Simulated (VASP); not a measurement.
# ZnO (zincite) (P6_3mc) in VASP: notebook

Aim: see how the results for ZnO (zincite) move with the level of theory and the settings. Levels: PBE exchange alone, RPBE+D3(BJ), RPBE+D4. Tasks: relaxation of cell and atoms, single point.

Everything below comes from runs of VASP 6.6.1. Logs are shortened: lines on timing, memory, paths and dates and some standing lists are left out, and cuts for length are marked.

**The experiment to reproduce.**

“Electronic structure of alkaline earth and post-transition metal oxides”, 2009, arxiv:0908.1581 quotes, for a bulk crystal of ZnO: band gap 3.37 eV.

The runs below are set against these values where they give the same quantity.

### Step 1. The cell of the first run

It takes space group P6_3mc (No. 186, hexagonal). The conventional cell has a = 3.249 Å, b = 3.249 Å, c = 5.206 Å, α = 90.00°, β = 90.00°, γ = 120.00°. Zn (site symmetry 3m) has 4 O at 1.97 to 1.98 Å within 2.6 Å. O (site symmetry 3m) has 4 Zn at 1.97 to 1.98 Å within 2.6 Å.

### Step 2. Relaxation of cell and atoms, PBE exchange alone

File INCAR:

```
SYSTEM = ZnO
AGGAC = 0.0 ; ALDAC = 0.0
ALGO = Normal ; EDIFF = 1E-6
EDIFFG = -0.01 ; ENCUT = 600
GGA = PE ; IBRION = 2
ISIF = 3 ; ISMEAR = -1
LASPH = .True. ; LCHARG = .False.
LREAL = .False. ; LWAVE = .False.
NELM = 100 ; NSW = 60
PREC = Accurate ; SIGMA = 0.05
```

File KPOINTS:

```
k-points
0
Gamma
  9 9 5
  0 0 0
```

File POSCAR:

```
ZnO
1.0
    3.2493080000      0.0000000000      0.0000000000
   -1.6246540000      2.8139832727      0.0000000000
    0.0000000000      0.0000000000      5.2057090000
Zn O
2 2
Direct
    0.6666666667      0.3333333333      0.0000000000
    0.3333333333      0.6666666667      0.5000000000
    0.3333333333      0.6666666667      0.8790100000
    0.6666666667      0.3333333333      0.3790100000
```

Potentials or basis: VASP PAW PBE potentials, release 64 (Zn, O).

Command:

```sh
cat potpaw_PBE.64/Zn/POTCAR potpaw_PBE.64/O/POTCAR > POTCAR
mpirun -np 1 vasp_std > vasp.out
```

OUTCAR:

```text
SYSTEM = ZnO
   EDIFF = 1E-6
   EDIFFG = -0.01
   ENCUT = 600
   GGA = PE
   IBRION = 2
   ISIF = 3
   ISMEAR = -1
   LASPH = .True.
   LREAL = .False.
   NELM = 100
   NSW = 60
   PREC = Accurate

 ion  position               nearest neighbor table
   1  0.667  0.333  0.000-   4 1.97   3 1.98   3 1.98   3 1.98
   2  0.333  0.667  0.500-   3 1.97   4 1.98   4 1.98   4 1.98
   3  0.333  0.667  0.879-   2 1.97   1 1.98   1 1.98   1 1.98
   4  0.667  0.333  0.379-   1 1.97   2 1.98   2 1.98   2 1.98

  LATTYP: Found a hexagonal cell.
 ALAT       =     3.2493080000
 C/A-ratio  =     1.6020977390

  Lattice vectors:

 A1 = (   3.2493080000,   0.0000000000,   0.0000000000)
 A2 = (  -1.6246540000,   2.8139832727,   0.0000000000)
 A3 = (   0.0000000000,   0.0000000000,   5.2057090000)

Analysis of symmetry for initial positions (statically):
=====================================================================
 Subroutine PRICEL returns:
 Original cell was already a primitive cell.

 Routine SETGRP: Setting up the symmetry group for a
 hexagonal supercell.

 Subroutine GETGRP returns: Found 12 space group operations
 (whereof  6 operations were pure point group operations)
 out of a pool of 24 trial point group operations.

The static configuration has the point symmetry C_3v.
 The point group associated with its full space group is C_6v.

Analysis of symmetry for dynamics (positions and initial velocities):
=====================================================================
 Subroutine PRICEL returns:
 Original cell was already a primitive cell.

 Routine SETGRP: Setting up the symmetry group for a
 hexagonal supercell.

 Subroutine GETGRP returns: Found 12 space group operations
 (whereof  6 operations were pure point group operations)
 out of a pool of 24 trial point group operations.

The dynamic configuration has the point symmetry C_3v.
 The point group associated with its full space group is C_6v.

 Subroutine INISYM returns: Found 12 space group operations
 (whereof  6 operations are pure point group operations),
 and found     1 'primitive' translations

----------------------------------------------------------------------------------------

                                     Primitive cell

  volume of cell :      47.5984

  direct lattice vectors                    reciprocal lattice vectors
     3.249308000  0.000000000  0.000000000     0.307757836  0.177684070  0.000000000
    -1.624654000  2.813983273  0.000000000     0.000000000  0.355368139  0.000000000
     0.000000000  0.000000000  5.205709000     0.000000000  0.000000000  0.192096792

  length of vectors
     3.249308000  3.249308000  5.205709000     0.355368139  0.355368139  0.192096792

  position of ions in fractional coordinates (direct lattice)
     0.666666667  0.333333333  0.000000000
     0.333333333  0.666666667  0.500000000
     0.333333333  0.666666667  0.879010000
     0.666666667  0.333333333  0.379010000

  ion indices of the primitive-cell ions
   primitive index   ion index
                 1           1
                 2           2
                 3           3
                 4           4

----------------------------------------------------------------------------------------

 KPOINTS: k-points

Automatic generation of k-mesh.
 Grid dimensions read from file:
 generate k-points for:    9    9    5

 Generating k-lattice:

  Cartesian coordinates                     Fractional coordinates (reciprocal lattice)
     0.034195315  0.019742674  0.000000000     0.111111111  0.000000000  0.000000000
     0.000000000  0.039485349  0.000000000     0.000000000  0.111111111  0.000000000
     0.000000000  0.000000000  0.038419358     0.000000000  0.000000000  0.200000000

  Length of vectors
     0.039485349  0.039485349  0.038419358

  Shift w.r.t. Gamma in fractional coordinates (k-lattice)
     0.000000000  0.000000000  0.000000000

 Subroutine IBZKPT returns following result:
 ===========================================

 Found     36 irreducible k-points:

 Following reciprocal coordinates:
            Coordinates               Weight
  0.000000  0.000000  0.000000      1.000000
  0.111111  0.000000  0.000000      6.000000
  0.222222  0.000000  0.000000      6.000000
  0.333333  0.000000  0.000000      6.000000
  0.444444  0.000000  0.000000      6.000000
  0.111111  0.111111  0.000000      6.000000
[... 16 lines left out ...]
  0.333333  0.222222  0.200000     24.000000
  0.333333  0.333333  0.200000      4.000000
 [... further k-points ...]
   k-points           NKPTS =     36   k-points in BZ     NKDIM =     36   number of bands    NBANDS=     22
   number of dos      NEDOS =    301   number of ions     NIONS =      4
   total plane-waves  NPLWV =  32928
   dimension x,y,z NGX =    28 NGY =   28 NGZ =   42
   dimension x,y,z NGXF=    56 NGYF=   56 NGZF=   84
   ions per type =               2   2
   NGX,Y,Z   is equivalent  to a cutoff of  14.33, 14.33, 13.41 a.u.
   NGXF,Y,Z  is equivalent  to a cutoff of  28.65, 28.65, 26.83 a.u.
 SYSTEM =  ZnO
   PREC   = accura    normal or accurate (medium, high low for compatibility)
   ISTART =      0    job   : 0-new  1-cont  2-samecut
   ICHARG =      2    charge: 1-file 2-atom 10-const
   ISPIN  =      1    spin polarized calculation?
   LNONCOLLINEAR =      F non collinear calculations
   LSORBIT =      F    spin-orbit coupling
   LASPH  =      T    aspherical Exc in radial PAW
   ENCUT  =  600.0 eV  44.10 Ry    6.64 a.u.   6.49  6.49 10.40*2*pi/ulx,y,z
   NELM   =    100;   NELMIN=  2; NELMDL= -5     # of ELM steps
   EDIFF  = 0.1E-05   stopping-criterion for ELM
   LREAL  =      F    real-space projection
   EDIFFG = -.1E-01   stopping-criterion for IOM
   NSW    =     60    number of steps for IOM
   IBRION =      2    ionic relax: 0-MD 1-quasi-New 2-CG
   NFREE  =      1    steps in history (QN), initial steepest desc. (CG)
   ISIF   =      3    stress and relaxation
   ISYM   =      2    0-nonsym 1-usesym 2-fastsym
   POTIM  = 0.5000    time-step for ionic-motion
   TEBEG  =    0.0;   TEEND  =   0.0 temperature during run
   PSTRESS=    0.0 pullay stress
   NELECT =      36.0000    total number of electrons
   NUPDOWN=      -1.0000    fix difference up-down
   EMIN   =  10.00;   EMAX   =-10.00  energy-range for DOS
   EFERMI =   0.00;   METHOD = LEGACY
   ISMEAR =    -1;   SIGMA  =   0.05  broadening in eV -4-tet -1-fermi 0-gaus
   EFERMI_NEDOS =   21; number of points for ismear=-14 and -15
   IALGO  =     38    algorithm
   IMIX   =      4    mixing-type and parameters
     AMIX     =   0.40;   BMIX     =  1.00
     AMIX_MAG =   1.60;   BMIX_MAG =  1.00
  volume/ion in A,a.u.               =      11.90        80.30
  Fermi-wavevector in a.u.,A,eV,Ry     =   1.491574  2.818667 30.270160  2.224794
  Thomas-Fermi vector in A             =   2.604212
   LORBIT       =      0    0 simple, 1 ext, 2 COOP (PROOUT), +10 PAW based schemes
   GGA     = PE    functional components
   LHFCALC =     F    Hartree Fock is set to
   AEXX    =    0.0000 exact exchange contribution
   IVDW    =     0    specifies the selected vdW correction
   LEPSILON=     F    determine dielectric tensor
   LRPA    =     F    only Hartree local field effects (RPA)
 conjugate gradient relaxation of ions
 non-spin polarized calculation
  energy-cutoff  :      600.00
  volume of cell :       47.60
 maximum number of plane-waves:      1605
 NGX is ok and might be reduce to    28
   NGX = 13   NGY = 13   NGZ = 21

--------------------------------------- Ionic step        1  -------------------------------------------

 number of electron      36.0000008 magnetization

 Free energy of the ion-electron system (eV)
  ---------------------------------------------------
  ext. energy  EPLUGINS =         0.00000000
  ---------------------------------------------------
  free energy    TOTEN  =       -13.35608162 eV

  energy without entropy =      -13.35608034  energy(sigma->0) =      -13.35608098

------------------------ aborting loop because EDIFF is reached ----------------------------------------

  FORCE on cell =-STRESS in cart. coord.  units (eV):
  Direction    XX          YY          ZZ          XY          YZ          ZX
  --------------------------------------------------------------------------------------
  -------------------------------------------------------------------------------------
  Total        6.1354037      6.1354037      6.7963924      0.0000000      0.0000000      0.0000000
  in kB      206.5196822    206.5196822    228.7687780      0.0000000      0.0000000      0.0000000
  external PRESSURE =     213.9360475 kB  Pullay stress =       0.0000000 kB
[... 95 lines left out ...]
  FREE ENERGIE OF THE ION-ELECTRON SYSTEM (eV)
  ---------------------------------------------------
  free  energy   TOTEN  =       -13.8341316810 eV

  energy  without entropy=      -13.8341095945  energy(sigma->0) =      -13.83412064

[... ionic steps 4 to 12 ...]

--------------------------------------- Ionic step       13  -------------------------------------------

 number of electron      36.0000005 magnetization

------------------------ aborting loop because EDIFF is reached ----------------------------------------

  FORCE on cell =-STRESS in cart. coord.  units (eV):
  Direction    XX          YY          ZZ          XY          YZ          ZX
  --------------------------------------------------------------------------------------
  -------------------------------------------------------------------------------------
  Total       -0.0056921     -0.0056921     -0.0560307      0.0000000      0.0000000      0.0000000
  in kB       -0.1631607     -0.1631607     -1.6060836      0.0000000      0.0000000      0.0000000
  external PRESSURE =      -0.6441350 kB  Pullay stress =       0.0000000 kB
[... 61 lines left out ...]
  energy  without entropy=      -13.8345835749  energy(sigma->0) =      -13.83459554

--------------------------------------- Ionic step       15  -------------------------------------------

 number of electron      36.0000004 magnetization

 Free energy of the ion-electron system (eV)
  ---------------------------------------------------
  ext. energy  EPLUGINS =         0.00000000
  ---------------------------------------------------
  free energy    TOTEN  =       -13.83463862 eV

  energy without entropy =      -13.83461479  energy(sigma->0) =      -13.83462670

 E-fermi :   1.7269     XC(G=0):  -8.5036

 val. band max:        1.3757180647   @ k =   0.0000   0.0000   0.0000
 cond. band min:       1.9805226639   @ k =   0.0000   0.0000   0.0000
 fundamental gap:      0.6048045993
 Fermi energy:         1.7268816755

 k-point     1 :       0.0000    0.0000    0.0000
  band No.  band energies     occupation
      1     -15.5330      2.00000
      2     -15.0332      2.00000
      3      -3.6999      2.00000
      4      -3.6999      2.00000
      5      -3.6806      2.00000
      6      -3.5527      2.00000
[... 574 lines left out ...]
      6      -3.1689      2.00000
[... 14 lines left out ...]
     21       9.1442      0.00000
     22       9.2985      0.00000

 [... further k-points ...]
[... 5 lines left out ...]
  --------------------------------------------------------------------------------------
  -------------------------------------------------------------------------------------
  Total        0.0054033      0.0054033     -0.0008896      0.0000000     -0.0000000      0.0000000
  in kB        0.1549644      0.1549644     -0.0255135      0.0000000     -0.0000000      0.0000000
  external PRESSURE =       0.0948051 kB  Pullay stress =       0.0000000 kB
[... 19 lines left out ...]
  FREE ENERGIE OF THE ION-ELECTRON SYSTEM (eV)
  ---------------------------------------------------
  free  energy   TOTEN  =       -13.8346386192 eV

  energy  without entropy=      -13.8346147904  energy(sigma->0) =      -13.83462670

 reached required accuracy - stopping structural energy minimisation
```

Run time: 2.6 min. Hardware: 1 thread of Intel Xeon 6975P-C (Granite Rapids), shared host; peak memory 0.19 GiB.

What came out:

```yaml
Free_energy: -13.8346 eV
Relaxed_volume: 13.97 Å³/atom
Relaxed_cell: a = 3.415 Å, b = 3.415 Å, c = 5.532 Å, α = 90.00°, β = 90.00°, γ = 120.00°
Space_group_after_relaxing_to_0.05_Å: P6_3mc (No. 186)
Energy_gained_by_relaxing: 119.6 meV/atom
Ionic_steps: 15
Pressure_after_relaxing: 0.0 GPa
Band_gap_on_the_k_mesh: 0.60 eV, direct
```

The path:
```tsv
step	energy change (eV)	largest force (eV/Å)	pressure (GPa)	volume (Å³)
1	0.0000	0.0818	21.39	47.60
2	-0.4199	0.0263	-5.02	59.40
3	-0.4781	0.0174	0.13	55.79
4	-0.4780	0.0182	-0.14	55.96
5	-0.4783	0.0195	0.04	55.87
6	-0.4784	0.0193	0.02	55.84
7	-0.4784	0.0205	0.22	55.77
8	-0.4784	0.0197	0.18	55.79
9	-0.4785	0.0139	-0.02	55.86
10	-0.4785	0.0114	0.01	55.88
11	-0.4785	0.0071	-0.04	55.93
12	-0.4785	0.0095	-0.07	55.90
13	-0.4785	0.0105	-0.06	55.89
14	-0.4785	0.0111	-0.05	55.89
15	-0.4786	0.0013	0.01	55.87
```

Final structure:
```yaml
crystal:
  lattice:
    - [3.41477, 0.00000, 0.00000]
    - [-1.70739, 2.95728, 0.00000]
    - [0.00000, 0.00000, 5.53205]
  atoms:
    - { symbol: Zn, position: [0.66667, 0.33333, 0.00036] }
    - { symbol: Zn, position: [0.33333, 0.66667, 0.50036] }
    - { symbol: O, position: [0.33333, 0.66667, 0.87865] }
    - { symbol: O, position: [0.66667, 0.33333, 0.37865] }
```

Caveat: the volume moved by over 15 % at a fixed basis, so the end points are rough; the volume moved by +17 % from the deposited cell, more than functionals usually miss. Zero-point motion and thermal expansion aren't in these numbers.

### Step 3. Single point, RPBE+D3(BJ)

This run uses another cell than the first one, of 11.42 Å³/atom, 0.960 times its volume.

File INCAR:

```
SYSTEM = ZnO
ALGO     = Normal         ! electronic algorithm
EDIFF    = 1E-6           ! SCF threshold, eV
ENCUT    = 520            ! plane-wave cutoff, eV
GGA      = RP             ! functional
ISIF     = 2              ! what is computed and relaxed
ISMEAR   = -1             ! smearing method
IVDW     = 12             ! dispersion correction
LASPH    = .TRUE.         ! aspherical terms in the spheres
LCHARG   = .FALSE.        ! write CHGCAR
LREAL    = .FALSE.        ! projectors in reciprocal space
LWAVE    = .FALSE.        ! write WAVECAR
NBANDS   = 26             ! bands
NELM     = 60             ! most SCF steps
PREC     = Accurate       ! precision mode
SIGMA    = 0.05           ! smearing width, eV
```

File KPOINTS:

```
k-points
0
G
  9 9 5
  0 0 0
```

File POSCAR:

```
ZnO
1.0
    3.2079207526      0.0000000000      0.0000000000
   -1.6039603763      2.7781408651      0.0000000000
    0.0000000000      0.0000000000      5.1262677651
Zn O
2 2
Direct
    0.6666666667      0.3333333333     -0.0016511463
    0.3333333333      0.6666666667      0.4983488537
    0.3333333333      0.6666666667      0.8806611463
    0.6666666667      0.3333333333      0.3806611463
```

Potentials or basis: VASP PAW PBE potentials, release 64 (Zn, O).

Command:

```sh
cat potpaw_PBE.64/Zn/POTCAR potpaw_PBE.64/O/POTCAR > POTCAR
mpirun -np 1 vasp_std > vasp.out
```

Run time: 31 s. Hardware: 1 thread of Intel Xeon Platinum 8259CL at 2.50GHz (Skylake/Cascade Lake), shared host; peak memory 0.19 GiB.

The run converged. Its results:

```yaml
Free_energy: -19.6249 eV
Pressure: 1.4 GPa
Band_gap_on_the_k_mesh: 0.94 eV, direct
Dispersion_energy_per_atom: -0.885 eV
```

Levels at points of the mesh, in eV from the valence-band top:
| k point | band 15 | band 16 | band 17 | band 18 | band 19 | band 20 | band 21 | band 22 |
| --- | --- | --- | --- | --- | --- | --- | --- | --- |
| (0.00, 0.00, 0.00) | -0.83 | -0.11 | 0.00 | 0.00 | 0.94 | 5.43 | 8.52 | 13.12 |

Caveat: the PAW data sets were made with another functional, which shifts forces and pressure a little.

[end of part 1 of 2]
